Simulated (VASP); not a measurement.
# LiNd (Fd-3m) in VASP: relaxation of cell and atoms with PBE

Aim: the relaxation of cell and atoms of LiNd with PBE.

All numbers are computed with VASP 6.6.1; they aren't measurements. Logs are shortened: lines on timing, memory, paths and dates and some standing lists are left out, and cuts for length are marked.

## 1. The cell of the first run

It takes space group Fd-3m (No. 227, cubic). Conventional cell: a = 6.801 Å, b = 6.801 Å, c = 6.801 Å, α = 90.00°, β = 90.00°, γ = 90.00°. Within 3.9 Å of Li (site symmetry -43m) lie 4 Li at 2.95 Å and 10 Nd at 2.95 to 3.40 Å. Within 3.9 Å of Nd (site symmetry -43m) lie 10 Li at 2.95 to 3.40 Å and 4 Nd at 2.95 Å.

The cell was generated, and may not be a known phase.

## 2. Relaxation of cell and atoms, PBE

Input file INCAR:

```
ALGO = Normal
EDIFF = 1E-6
EDIFFG = -0.04
ENCUT = 600
GGA = PE
IBRION = 2
ISIF = 3
ISMEAR = 0
LASPH = T
LCHARG = F
LREAL = F
LWAVE = F
NELM = 100
NSW = 90
PREC = Accurate
SIGMA = 0.1
```

Input file KPOINTS:

```
k-points
0
Gamma
  4 4 4
```

Input file POSCAR:

```
LiNd
1.0
    0.0000000000      3.4006228800      3.4006228800
    3.4006228800      0.0000000000      3.4006228800
    3.4006228800      3.4006228800      0.0000000000
Li Nd
2 2
Direct
    0.5000000000      0.5000000000      0.5000000000
    0.7500000000      0.7500000000      0.7500000000
    0.0000000000      0.0000000000      0.0000000000
    0.2500000000      0.2500000000      0.2500000000
```

Potentials or basis: VASP PAW PBE potentials, release 64 (Li_sv, Nd).

Launch:

```console
> cat potpaw_PBE.64/Li_sv/POTCAR potpaw_PBE.64/Nd/POTCAR > POTCAR
> mpirun -np 1 vasp_std > vasp.out
```

OUTCAR:

```text
EDIFF = 1E-6
   EDIFFG = -0.04
   ENCUT = 600
   GGA = PE
   IBRION = 2
   ISIF = 3
   ISMEAR = 0
   LASPH = T
   LREAL = F
   NELM = 100
   NSW = 90
   PREC = Accurate

 ion  position               nearest neighbor table
   1  0.500  0.500  0.500-   4 2.95   4 2.95   4 2.95   4 2.95
   2  0.750  0.750  0.750-   3 2.95   3 2.95   3 2.95   3 2.95
   3  0.000  0.000  0.000-   2 2.95   4 2.95   2 2.95   2 2.95   4 2.95   2 2.95   4 2.95   4 2.95

   4  0.250  0.250  0.250-   3 2.95   1 2.95   3 2.95   1 2.95   3 2.95   3 2.95   1 2.95   1 2.95

  LATTYP: Found a face centered cubic cell.
 ALAT       =     6.8012457600

  Lattice vectors:

 A1 = (   0.0000000000,   3.4006228800,   3.4006228800)
 A2 = (   3.4006228800,   0.0000000000,   3.4006228800)
 A3 = (   3.4006228800,   3.4006228800,   0.0000000000)

Analysis of symmetry for initial positions (statically):
=====================================================================
 Subroutine PRICEL returns:
 Original cell was already a primitive cell.

 Routine SETGRP: Setting up the symmetry group for a
 face centered cubic supercell.

 Subroutine GETGRP returns: Found 48 space group operations
 (whereof 24 operations were pure point group operations)
 out of a pool of 48 trial point group operations.

The static configuration has the point symmetry T_d .
 The point group associated with its full space group is O_h .

Analysis of symmetry for dynamics (positions and initial velocities):
=====================================================================
 Subroutine PRICEL returns:
 Original cell was already a primitive cell.

 Routine SETGRP: Setting up the symmetry group for a
 face centered cubic supercell.

 Subroutine GETGRP returns: Found 48 space group operations
 (whereof 24 operations were pure point group operations)
 out of a pool of 48 trial point group operations.

The dynamic configuration has the point symmetry T_d .
 The point group associated with its full space group is O_h .

 Subroutine INISYM returns: Found 48 space group operations
 (whereof 24 operations are pure point group operations),
 and found     1 'primitive' translations

----------------------------------------------------------------------------------------

                                     Primitive cell

  volume of cell :      78.6512

  direct lattice vectors                    reciprocal lattice vectors
     0.000000000  3.400622880  3.400622880    -0.147031887  0.147031887  0.147031887
     3.400622880  0.000000000  3.400622880     0.147031887 -0.147031887  0.147031887
     3.400622880  3.400622880  0.000000000     0.147031887  0.147031887 -0.147031887

  length of vectors
     4.809206997  4.809206997  4.809206997     0.254666699  0.254666699  0.254666699

  position of ions in fractional coordinates (direct lattice)
     0.500000000  0.500000000  0.500000000
     0.750000000  0.750000000  0.750000000
     0.000000000  0.000000000  0.000000000
     0.250000000  0.250000000  0.250000000

  ion indices of the primitive-cell ions
   primitive index   ion index
                 1           1
                 2           2
                 3           3
                 4           4

----------------------------------------------------------------------------------------

 KPOINTS: k-points

Automatic generation of k-mesh.
 Grid dimensions read from file:
 generate k-points for:    4    4    4

 Generating k-lattice:

  Cartesian coordinates                     Fractional coordinates (reciprocal lattice)
    -0.036757972  0.036757972  0.036757972     0.250000000  0.000000000  0.000000000
     0.036757972 -0.036757972  0.036757972     0.000000000  0.250000000  0.000000000
     0.036757972  0.036757972 -0.036757972     0.000000000  0.000000000  0.250000000

  Length of vectors
     0.063666675  0.063666675  0.063666675

  Shift w.r.t. Gamma in fractional coordinates (k-lattice)
     0.000000000  0.000000000  0.000000000

 Subroutine IBZKPT returns following result:
 ===========================================

 Found      8 irreducible k-points:

 Following reciprocal coordinates:
            Coordinates               Weight
  0.000000  0.000000  0.000000      1.000000
  0.250000  0.000000  0.000000      8.000000
  0.500000  0.000000  0.000000      4.000000
  0.250000  0.250000  0.000000      6.000000
  0.500000  0.250000  0.000000     24.000000
 -0.250000  0.250000  0.000000     12.000000
  0.500000  0.500000  0.000000      3.000000
 -0.250000  0.500000  0.250000      6.000000
   k-points           NKPTS =      8   k-points in BZ     NKDIM =      8   number of bands    NBANDS=     21
   number of dos      NEDOS =    301   number of ions     NIONS =      4
   total plane-waves  NPLWV =  64000
   dimension x,y,z NGX =    40 NGY =   40 NGZ =   40
   dimension x,y,z NGXF=    80 NGYF=   80 NGZF=   80
   ions per type =               2   2
   NGX,Y,Z   is equivalent  to a cutoff of  13.83, 13.83, 13.83 a.u.
   NGXF,Y,Z  is equivalent  to a cutoff of  27.65, 27.65, 27.65 a.u.
 SYSTEM =  unknown system
   PREC   = accura    normal or accurate (medium, high low for compatibility)
   ISTART =      0    job   : 0-new  1-cont  2-samecut
   ICHARG =      2    charge: 1-file 2-atom 10-const
   ISPIN  =      1    spin polarized calculation?
   LNONCOLLINEAR =      F non collinear calculations
   LSORBIT =      F    spin-orbit coupling
   LASPH  =      T    aspherical Exc in radial PAW
   ENCUT  =  600.0 eV  44.10 Ry    6.64 a.u.   9.61  9.61  9.61*2*pi/ulx,y,z
   NELM   =    100;   NELMIN=  2; NELMDL= -5     # of ELM steps
   EDIFF  = 0.1E-05   stopping-criterion for ELM
   LREAL  =      F    real-space projection
   EDIFFG = -.4E-01   stopping-criterion for IOM
   NSW    =     90    number of steps for IOM
   IBRION =      2    ionic relax: 0-MD 1-quasi-New 2-CG
   NFREE  =      1    steps in history (QN), initial steepest desc. (CG)
   ISIF   =      3    stress and relaxation
   ISYM   =      2    0-nonsym 1-usesym 2-fastsym
   POTIM  = 0.5000    time-step for ionic-motion
   TEBEG  =    0.0;   TEEND  =   0.0 temperature during run
   PSTRESS=    0.0 pullay stress
   NELECT =      34.0000    total number of electrons
   NUPDOWN=      -1.0000    fix difference up-down
   EMIN   =  10.00;   EMAX   =-10.00  energy-range for DOS
   EFERMI =   0.00;   METHOD = LEGACY
   ISMEAR =     0;   SIGMA  =   0.10  broadening in eV -4-tet -1-fermi 0-gaus
   EFERMI_NEDOS =   21; number of points for ismear=-14 and -15
   IALGO  =     38    algorithm
   IMIX   =      4    mixing-type and parameters
     AMIX     =   0.40;   BMIX     =  1.00
     AMIX_MAG =   1.60;   BMIX_MAG =  1.00
  volume/ion in A,a.u.               =      19.66       132.69
  Fermi-wavevector in a.u.,A,eV,Ry     =   1.237844  2.339186 20.847641  1.532258
  Thomas-Fermi vector in A             =   2.372394
   LORBIT       =      0    0 simple, 1 ext, 2 COOP (PROOUT), +10 PAW based schemes
   GGA     = PE    functional components
   LHFCALC =     F    Hartree Fock is set to
   AEXX    =    0.0000 exact exchange contribution
   IVDW    =     0    specifies the selected vdW correction
   LEPSILON=     F    determine dielectric tensor
   LRPA    =     F    only Hartree local field effects (RPA)
 conjugate gradient relaxation of ions
 non-spin polarized calculation
 Gauss-broadening in eV      SIGMA  =   0.10
  energy-cutoff  :      600.00
  volume of cell :       78.65
 maximum number of plane-waves:      2685
 NGX is ok and might be reduce to    40
   NGX = 19   NGY = 19   NGZ = 19

--------------------------------------- Ionic step        1  -------------------------------------------

 number of electron      34.0000002 magnetization

 Free energy of the ion-electron system (eV)
  ---------------------------------------------------
  ext. energy  EPLUGINS =         0.00000000
  ---------------------------------------------------
  free energy    TOTEN  =       -13.15449132 eV

  energy without entropy =      -13.00528188  energy(sigma->0) =      -13.07988660

------------------------ aborting loop because EDIFF is reached ----------------------------------------

  FORCE on cell =-STRESS in cart. coord.  units (eV):
  Direction    XX          YY          ZZ          XY          YZ          ZX
  --------------------------------------------------------------------------------------
  -------------------------------------------------------------------------------------
  Total       -0.5954846     -0.5954846     -0.5954846      0.0000000      0.0000000     -0.0000000
  in kB      -12.1304165    -12.1304165    -12.1304165      0.0000000      0.0000000     -0.0000000
  external PRESSURE =     -12.1304165 kB  Pullay stress =       0.0000000 kB

 VOLUME and BASIS-vectors are now :
 -----------------------------------------------------------------------------
  energy-cutoff  :      600.00
  volume of cell :       78.65
      direct lattice vectors                 reciprocal lattice vectors
     0.000000000  3.400622880  3.400622880    -0.147031887  0.147031887  0.147031887
     3.400622880  0.000000000  3.400622880     0.147031887 -0.147031887  0.147031887
     3.400622880  3.400622880  0.000000000     0.147031887  0.147031887 -0.147031887
[... 77 lines left out ...]
 POSITION                                       TOTAL-FORCE (eV/Angst)
 -----------------------------------------------------------------------------------
      3.30293      3.30293      3.30293         0.000000      0.000000      0.000000
      4.95440      4.95440      4.95440        -0.000000     -0.000000     -0.000000
      0.00000      0.00000      0.00000        -0.000000      0.000000     -0.000000
      1.65147      1.65147      1.65147         0.000000      0.000000      0.000000
 -----------------------------------------------------------------------------------
    total drift:                               -0.000000      0.000000      0.000000

  FREE ENERGIE OF THE ION-ELECTRON SYSTEM (eV)
  ---------------------------------------------------
  free  energy   TOTEN  =       -13.1684583771 eV

  energy  without entropy=      -13.0418860954  energy(sigma->0) =      -13.10517224

--------------------------------------- Ionic step        4  -------------------------------------------

 number of electron      33.9999991 magnetization

 Free energy of the ion-electron system (eV)
  ---------------------------------------------------
  ext. energy  EPLUGINS =         0.00000000
  ---------------------------------------------------
  free energy    TOTEN  =       -13.17326475 eV

  energy without entropy =      -13.03759698  energy(sigma->0) =      -13.10543086

 E-fermi :   5.2759     XC(G=0): -10.4478

 val. band max:        5.2694557685   @ k =   0.0000   0.0000   0.0000
 cond. band min:       5.2809240409   @ k =   0.2500   0.0000   0.0000
 fundamental gap:      0.0114682725
 Fermi energy:         5.2758933562

 k-point     1 :       0.0000    0.0000    0.0000
  band No.  band energies     occupation
      1     -40.1783      2.00000
      2     -40.1517      2.00000
      3     -31.9251      2.00000
      4     -30.8678      2.00000
      5     -13.6638      2.00000
      6     -13.6638      2.00000
[... 13 lines left out ...]
     20       5.3030      0.70137
     21       5.7969      0.00000
[... 188 lines left out ...]
 POSITION                                       TOTAL-FORCE (eV/Angst)
 -----------------------------------------------------------------------------------
      3.33544      3.33544      3.33544        -0.000000     -0.000000      0.000000
      5.00316      5.00316      5.00316         0.000000      0.000000     -0.000000
      0.00000      0.00000      0.00000        -0.000000     -0.000000     -0.000000
      1.66772      1.66772      1.66772         0.000000      0.000000      0.000000
 -----------------------------------------------------------------------------------
    total drift:                               -0.000000      0.000000      0.000000

  FREE ENERGIE OF THE ION-ELECTRON SYSTEM (eV)
  ---------------------------------------------------
  free  energy   TOTEN  =       -13.1732647469 eV

  energy  without entropy=      -13.0375969801  energy(sigma->0) =      -13.10543086

 reached required accuracy - stopping structural energy minimisation
```

Run time: 12 min. Hardware: 1 thread of Intel Xeon 8259CL, shared host; peak memory 0.26 GiB.

Results:

```
Free energy                           : -13.1733 eV
Relaxed volume                        : 18.55 Å³/atom
Relaxed cell                          : a = 4.717 Å, b = 4.717 Å, c = 4.717 Å, α = 60.00°, β = 60.00°, γ = 60.00°
Space group after relaxing (to 0.1 Å) : Fd-3m (No. 227)
Energy gained by relaxing             : 4.7 meV/atom
Ionic steps                           : 4
Pressure after relaxing               : 0.3 GPa
Band gap on the k mesh                : zero (bands 17 and 18 overlap by 0.07 eV)
```

Step by step:
| step | energy change (eV) | largest force (eV/Å) | pressure (GPa) | volume (Å³) |
| --- | --- | --- | --- | --- |
| 1 | 0.0000 | 0.0000 | -1.21 | 78.65 |
| 2 | -0.0115 | 0.0000 | -1.01 | 76.97 |
| 3 | -0.0140 | 0.0000 | 0.86 | 72.07 |
| 4 | -0.0188 | 0.0000 | 0.27 | 74.21 |

Final structure:
```
CELL_PARAMETERS angstrom
0.00000 3.33544 3.33544
3.33544 0.00000 3.33544
3.33544 3.33544 0.00000
ATOMIC_POSITIONS crystal
Li 0.50000 0.50000 0.50000
Li 0.75000 0.75000 0.75000
Nd 0.00000 0.00000 0.00000
Nd 0.25000 0.25000 0.25000
```

Caveat: the k points lie up to 0.41 Å⁻¹ apart in the final cell; the cutoff is under 1.25 times the usual one of these potentials, so pressure, stress and relaxed cells hold a basis-set (Pulay) error; spin-orbit coupling is left out, which moves the levels of the heavy elements; semilocal functionals describe open f shells poorly, which spoils levels, moments and volumes.
